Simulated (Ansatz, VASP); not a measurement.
**ScAl2N3 in VASP and in Ansatz**

```xyz
6
Lattice="4.6152 0.0000 0.0000 -2.3076 3.9969 0.0000 0.0000 0.0000 3.8540" Properties=species:S:1:pos:R:3 pbc="T T T"
Sc    0.0000    0.0000    1.9270
Al    0.0000    2.6646    0.0000
Al    2.3076    1.3323    0.0000
N     0.0000    0.0000    0.0000
N     0.0000    2.6646    1.9270
N     2.3076    1.3323    1.9270
```

Alike in both runs: functional PBE; k mesh 6 × 6 × 4; occupations gaussian, width 0.1 eV; no spin polarisation.

Ansatz relaxed the structure, and its values are those at the end. VASP's run is a single point on that final structure, the one shown.

```csv
,VASP,Ansatz
version,VASP 6.6.1,Ansatz 0.2.0
potentials or method,"VASP PAW PBE potentials, release 64 (Sc_sv, Al, N), cutoff 520 eV","scalar-relativistic, plane waves, PAW"
valence electrons in the cell,32,32
```

VASP gave:

```
gap on the k mesh at the Fermi level (eV) : none
pressure (GPa)                            : 0.5
```

Task: Estimate Ansatz's values.

Result: gap on the k mesh at the Fermi level (eV): none; pressure (GPa): 0.2.

A gap of «none» marks a metal or a gap that the smearing closes. The functional is the same, so the differences come from potentials, cutoffs and numerics.

The k mesh is coarse, so the values compare programs but aren't converged.
